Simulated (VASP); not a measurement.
# Al (P6_3/mmc) in VASP: further runs

The runs below take Al through relaxation of shape and atoms at fixed volume, relaxation of cell and atoms, with LDA.

Program: VASP 6.6.1. These are calculated values, not measurements. Logs are shortened: lines on timing, memory, paths and dates and some standing lists are left out, and cuts for length are marked.

## 1. The cell of the first run

Symmetry: P6_3/mmc, No. 194, hexagonal system. The conventional cell has a = 2.835 Å, b = 2.835 Å, c = 4.675 Å, α = 90.00°, β = 90.00°, γ = 120.00°. Within 3.7 Å of Al (site symmetry -6m2) lie 12 Al at 2.84 to 2.85 Å.

This isn't the form of Al at room conditions, which is fcc.

## 2. Relaxation of shape and atoms at fixed volume, LDA (16.27 Å³/atom)

INCAR reads:

```
SYSTEM = Al
PREC = Accurate
ENCUT = 600
EDIFF = 1E-6
ISMEAR = -1
SIGMA = 0.15
LREAL = .FALSE.
LASPH = .TRUE.
NELM = 60
ALGO = Normal
ISIF = 4
LWAVE = .FALSE.
LCHARG = .FALSE.
IBRION = 2
NSW = 80
EDIFFG = -0.001
```

KPOINTS reads:

```
Automatic mesh
0
G
  18 18 10
  0 0 0
```

POSCAR reads:

```
Al
1.0
    2.8353159722      0.0000000000      0.0000000000
   -1.4176579861      2.4554556597      0.0000000000
    0.0000000000      0.0000000000      4.6752346038
Al
2
Direct
    0.6666666667      0.3333333333      0.7500000000
    0.3333333333      0.6666666667      0.2500000000
```

Potentials or basis: VASP PAW LDA potentials, release 64 (Al).

On the command line:

```bash
> cat potpaw_LDA.64/Al/POTCAR > POTCAR
> mpirun -np 1 vasp_std > vasp.out
```

OUTCAR:

```text
SYSTEM = Al
   PREC = Accurate
   ENCUT = 600
   EDIFF = 1E-6
   ISMEAR = -1
   LREAL = .FALSE.
   LASPH = .TRUE.
   NELM = 60
   ISIF = 4
   IBRION = 2
   NSW = 80
   EDIFFG = -0.001

 ion  position               nearest neighbor table
   1  0.667  0.333  0.750-   2 2.85   2 2.85   2 2.85   2 2.85   2 2.85   2 2.85
   2  0.333  0.667  0.250-   1 2.85   1 2.85   1 2.85   1 2.85   1 2.85   1 2.85

  LATTYP: Found a hexagonal cell.
 ALAT       =     2.8353159722
 C/A-ratio  =     1.6489289552

  Lattice vectors:

 A1 = (   2.8353159722,   0.0000000000,   0.0000000000)
 A2 = (  -1.4176579861,   2.4554556597,   0.0000000000)
 A3 = (   0.0000000000,   0.0000000000,   4.6752346038)

Analysis of symmetry for initial positions (statically):
=====================================================================
 Subroutine PRICEL returns:
 Original cell was already a primitive cell.

 Routine SETGRP: Setting up the symmetry group for a
 hexagonal supercell.

 Subroutine GETGRP returns: Found 24 space group operations
 (whereof 12 operations were pure point group operations)
 out of a pool of 24 trial point group operations.

The static configuration has the point symmetry D_3d.
 The point group associated with its full space group is D_6h.

Analysis of symmetry for dynamics (positions and initial velocities):
=====================================================================
 Subroutine PRICEL returns:
 Original cell was already a primitive cell.

 Routine SETGRP: Setting up the symmetry group for a
 hexagonal supercell.

 Subroutine GETGRP returns: Found 24 space group operations
 (whereof 12 operations were pure point group operations)
 out of a pool of 24 trial point group operations.

The dynamic configuration has the point symmetry D_3d.
 The point group associated with its full space group is D_6h.

 Subroutine INISYM returns: Found 24 space group operations
 (whereof 12 operations are pure point group operations),
 and found     1 'primitive' translations

----------------------------------------------------------------------------------------

                                     Primitive cell

  volume of cell :      32.5489

  direct lattice vectors                    reciprocal lattice vectors
     2.835315972  0.000000000  0.000000000     0.352694377  0.203628193  0.000000000
    -1.417657986  2.455455660  0.000000000     0.000000000  0.407256387  0.000000000
     0.000000000  0.000000000  4.675234604     0.000000000  0.000000000  0.213893010

  length of vectors
     2.835315972  2.835315972  4.675234604     0.407256387  0.407256387  0.213893010

  position of ions in fractional coordinates (direct lattice)
     0.666666667  0.333333333  0.750000000
     0.333333333  0.666666667  0.250000000

  ion indices of the primitive-cell ions
   primitive index   ion index
                 1           1
                 2           2

----------------------------------------------------------------------------------------

 KPOINTS: Automatic mesh

Automatic generation of k-mesh.
 Grid dimensions read from file:
 generate k-points for:   18   18   10

 Generating k-lattice:

  Cartesian coordinates                     Fractional coordinates (reciprocal lattice)
     0.019594132  0.011312677  0.000000000     0.055555556  0.000000000  0.000000000
     0.000000000  0.022625355  0.000000000     0.000000000  0.055555556  0.000000000
     0.000000000  0.000000000  0.021389301     0.000000000  0.000000000  0.100000000

  Length of vectors
     0.022625355  0.022625355  0.021389301

  Shift w.r.t. Gamma in fractional coordinates (k-lattice)
     0.000000000  0.000000000  0.000000000

 Subroutine IBZKPT returns following result:
 ===========================================

 Found    222 irreducible k-points:

 Following reciprocal coordinates:
            Coordinates               Weight
  0.000000  0.000000  0.000000      1.000000
  0.055556 -0.000000  0.000000      6.000000
  0.111111 -0.000000  0.000000      6.000000
  0.166667 -0.000000  0.000000      6.000000
  0.222222 -0.000000  0.000000      6.000000
  0.277778  0.000000  0.000000      6.000000
[... 16 lines left out ...]
  0.333333  0.111111  0.000000     12.000000
  0.388889  0.111111  0.000000     12.000000
 [... further k-points ...]
   k-points           NKPTS =    222   k-points in BZ     NKDIM =    222   number of bands    NBANDS=      7
   number of dos      NEDOS =    301   number of ions     NIONS =      2
   total plane-waves  NPLWV =  23040
   dimension x,y,z NGX =    24 NGY =   24 NGZ =   40
   dimension x,y,z NGXF=    48 NGYF=   48 NGZF=   80
   ions per type =               2
   NGX,Y,Z   is equivalent  to a cutoff of  14.07, 14.07, 14.22 a.u.
   NGXF,Y,Z  is equivalent  to a cutoff of  28.14, 28.14, 28.45 a.u.
 SYSTEM =  Al
   PREC   = accura    normal or accurate (medium, high low for compatibility)
   ISTART =      0    job   : 0-new  1-cont  2-samecut
   ICHARG =      2    charge: 1-file 2-atom 10-const
   ISPIN  =      1    spin polarized calculation?
   LNONCOLLINEAR =      F non collinear calculations
   LSORBIT =      F    spin-orbit coupling
   LASPH  =      T    aspherical Exc in radial PAW
   ENCUT  =  600.0 eV  44.10 Ry    6.64 a.u.   5.66  5.66  9.34*2*pi/ulx,y,z
   NELM   =     60;   NELMIN=  2; NELMDL= -5     # of ELM steps
   EDIFF  = 0.1E-05   stopping-criterion for ELM
   LREAL  =      F    real-space projection
   EDIFFG = -.1E-02   stopping-criterion for IOM
   NSW    =     80    number of steps for IOM
   IBRION =      2    ionic relax: 0-MD 1-quasi-New 2-CG
   NFREE  =      1    steps in history (QN), initial steepest desc. (CG)
   ISIF   =      4    stress and relaxation
   ISYM   =      2    0-nonsym 1-usesym 2-fastsym
   POTIM  = 0.5000    time-step for ionic-motion
   TEBEG  =    0.0;   TEEND  =   0.0 temperature during run
   PSTRESS=    0.0 pullay stress
   NELECT =       6.0000    total number of electrons
   NUPDOWN=      -1.0000    fix difference up-down
   EMIN   =  10.00;   EMAX   =-10.00  energy-range for DOS
   EFERMI =   0.00;   METHOD = LEGACY
   ISMEAR =    -1;   SIGMA  =   0.15  broadening in eV -4-tet -1-fermi 0-gaus
   EFERMI_NEDOS =   21; number of points for ismear=-14 and -15
   IALGO  =     38    algorithm
   IMIX   =      4    mixing-type and parameters
     AMIX     =   0.40;   BMIX     =  1.00
     AMIX_MAG =   1.60;   BMIX_MAG =  1.00
  volume/ion in A,a.u.               =      16.27       109.83
  Fermi-wavevector in a.u.,A,eV,Ry     =   0.931707  1.760672 11.810930  0.868079
  Thomas-Fermi vector in A             =   2.058229
   LORBIT       =      0    0 simple, 1 ext, 2 COOP (PROOUT), +10 PAW based schemes
   GGA     = CA    functional components
   LHFCALC =     F    Hartree Fock is set to
   AEXX    =    0.0000 exact exchange contribution
   IVDW    =     0    specifies the selected vdW correction
   LEPSILON=     F    determine dielectric tensor
   LRPA    =     F    only Hartree local field effects (RPA)
 conjugate gradient relaxation of ions
 non-spin polarized calculation
  energy-cutoff  :      600.00
  volume of cell :       32.55
 maximum number of plane-waves:      1105
 NGX is ok and might be reduce to    24
   NGX = 11   NGY = 11   NGZ = 19

--------------------------------------- Ionic step        1  -------------------------------------------

 number of electron       6.0000000 magnetization

 Free energy of the ion-electron system (eV)
  ---------------------------------------------------
  ext. energy  EPLUGINS =         0.00000000
  ---------------------------------------------------
  free energy    TOTEN  =        -8.34129024 eV

  energy without entropy =       -8.27702849  energy(sigma->0) =       -8.30915937

------------------------ aborting loop because EDIFF is reached ----------------------------------------

  FORCE on cell =-STRESS in cart. coord.  units (eV):
  Direction    XX          YY          ZZ          XY          YZ          ZX
  --------------------------------------------------------------------------------------
  -------------------------------------------------------------------------------------
  Total       -0.2952999     -0.2952999     -0.2901384      0.0000000      0.0000000      0.0000000
  in kB      -14.5357340    -14.5357340    -14.2816667      0.0000000      0.0000000      0.0000000
  external PRESSURE =     -14.4510449 kB  Pullay stress =       0.0000000 kB
[... 165 lines left out ...]
  energy  without entropy=       -8.2770044831  energy(sigma->0) =       -8.30914805

--------------------------------------- Ionic step        6  -------------------------------------------

 number of electron       6.0000000 magnetization

 Free energy of the ion-electron system (eV)
  ---------------------------------------------------
  ext. energy  EPLUGINS =         0.00000000
  ---------------------------------------------------
  free energy    TOTEN  =        -8.34129150 eV

  energy without entropy =       -8.27700867  energy(sigma->0) =       -8.30915008

 E-fermi :   7.9279     XC(G=0): -10.3960

 val. band max:        7.9264636332   @ k =   0.3889   0.1111   0.0000
 cond. band min:       7.9315249312   @ k =   0.0556   0.0556   0.3000
 fundamental gap:      0.0050612980
 Fermi energy:         7.9279122647

 k-point     1 :       0.0000    0.0000    0.0000
  band No.  band energies     occupation
      1      -3.2630      2.00000
      2       3.2792      2.00000
      3       3.3896      2.00000
      4      18.6631      0.00000
      5      18.6631      0.00000
      6      19.0733      0.00000
      7      19.0733      0.00000
[... 221 lines left out ...]
 k-point    24 :       0.3889    0.1111    0.0000
  band No.  band energies     occupation
      1       1.7065      2.00000
      2       4.2877      2.00000
      3       7.9265      1.00483
      4       8.2609      0.19592
      5      10.2411      0.00000
      6      10.6105      0.00000
      7      11.6441      0.00000

 [... further k-points ...]
[... 5 lines left out ...]
  --------------------------------------------------------------------------------------
  -------------------------------------------------------------------------------------
  Total       -0.2931330     -0.2931330     -0.2937507     -0.0000000     -0.0000000      0.0000000
  in kB      -14.4290712    -14.4290712    -14.4594771     -0.0000000     -0.0000000      0.0000000
  external PRESSURE =     -14.4392065 kB  Pullay stress =       0.0000000 kB
[... 17 lines left out ...]
  FREE ENERGIE OF THE ION-ELECTRON SYSTEM (eV)
  ---------------------------------------------------
  free  energy   TOTEN  =        -8.3412914985 eV

  energy  without entropy=       -8.2770086676  energy(sigma->0) =       -8.30915008

 reached required accuracy - stopping structural energy minimisation
```

Run time: 69 s. Hardware: 1 thread of Intel Xeon 8259CL, shared host; peak memory 0.17 GiB.

Results:

```
Free energy               : -8.3413 eV
Energy gained by relaxing : 0.0 meV/atom
Ionic steps               : 6
Pressure after relaxing   : -1.4 GPa
Band gap on the k mesh    : zero (bands 3 and 4 overlap by 7.30 eV)
```

Final structure:
```xyz
2
Lattice="2.8347 0.0000 0.0000 -1.4173 2.4549 0.0000 0.0000 0.0000 4.6773" Properties=species:S:1:pos:R:3 pbc="T T T"
Al    1.4173    0.8183    3.5080
Al    0.0000    1.6366    1.1693
```

## 3. Relaxation of cell and atoms, LDA

This run uses another cell than the first one, of 16.67 Å³/atom.

INCAR reads:

```
SYSTEM = Al
PREC = Accurate ; ENCUT = 600
EDIFF = 1E-6 ; ISMEAR = 0
SIGMA = 0.1 ; LREAL = .FALSE.
LASPH = .TRUE. ; NELM = 80
ALGO = Normal ; ISIF = 3
LWAVE = .FALSE. ; LCHARG = .FALSE.
IBRION = 2 ; NSW = 100
EDIFFG = -0.005
```

KPOINTS is that of step 2.

POSCAR reads:

```
Al
1.0
    2.8124553515      0.0000000000      0.0000000000
   -1.4062276757      2.4356577814      0.0000000000
    0.0000000000      0.0000000000      4.8668500000
Al
2
Direct
    0.6666666700      0.3333333300      0.7500000000
    0.3333333300      0.6666666700      0.2500000000
```

Potentials or basis: VASP PAW LDA potentials, release 64 (Al).

On the command line:

```bash
> cat potpaw_LDA.64/Al/POTCAR > POTCAR
> mpirun -np 1 vasp_std > vasp.out
```

Run time: 2.2 min. Hardware: 1 thread of Intel Xeon 8259CL, shared host; peak memory 0.18 GiB.

It converged, with:

* Free energy: -8.3126 eV
* Relaxed volume: 15.95 Å³/atom
* Relaxed cell: a = 2.803 Å, b = 2.803 Å, c = 4.689 Å, α = 90.00°, β = 90.00°, γ = 120.00°
* Space group after relaxing (to 0.1 Å): P6_3/mmc (No. 194)
* Energy gained by relaxing: 8.3 meV/atom
* Ionic steps: 10
* Pressure after relaxing: 0.0 GPa
* Band gap on the k mesh: zero (bands 3 and 4 overlap by 7.20 eV)

Step by step:
| step | energy change (eV) | largest force (eV/Å) | pressure (GPa) | volume (Å³) |
| --- | --- | --- | --- | --- |
| 1 | 0.0000 | 0.0000 | -2.98 | 33.34 |
| 2 | -0.0147 | 0.0000 | 0.28 | 31.86 |
| 3 | -0.0147 | 0.0000 | 0.20 | 31.90 |
| 4 | -0.0161 | 0.0000 | 0.12 | 31.89 |
| 5 | -0.0165 | 0.0000 | 0.09 | 31.88 |
| 6 | -0.0167 | 0.0000 | 0.11 | 31.86 |
| 7 | -0.0167 | 0.0000 | 0.10 | 31.87 |
| 8 | -0.0167 | 0.0000 | 0.10 | 31.86 |
| 9 | -0.0167 | 0.0000 | -0.06 | 31.93 |
| 10 | -0.0167 | 0.0000 | -0.01 | 31.90 |

Final structure:
```
CELL_PARAMETERS angstrom
2.80296 0.00000 0.00000
-1.40148 2.42744 0.00000
0.00000 0.00000 4.68898
ATOMIC_POSITIONS crystal
Al 0.66667 0.33333 0.75000
Al 0.33333 0.66667 0.25000
```

Levels at points of the mesh, in eV from the Fermi level:
```tsv
k point	band 1	band 2	band 3	band 4	band 5	band 6	band 7
(0.00, 0.00, 0.00)	-11.32	-4.80	-4.73	11.14	11.14	11.44	11.44
(0.50, 0.00, 0.00)	-5.28	-5.14	0.61	0.96	1.48	1.65	6.00
(0.00, 0.00, 0.50)	-9.66	-9.66	3.06	3.06	12.28	12.28	12.28
(0.50, 0.00, 0.50)	-3.95	-3.95	-3.20	-3.20	7.42	7.42	7.65
```
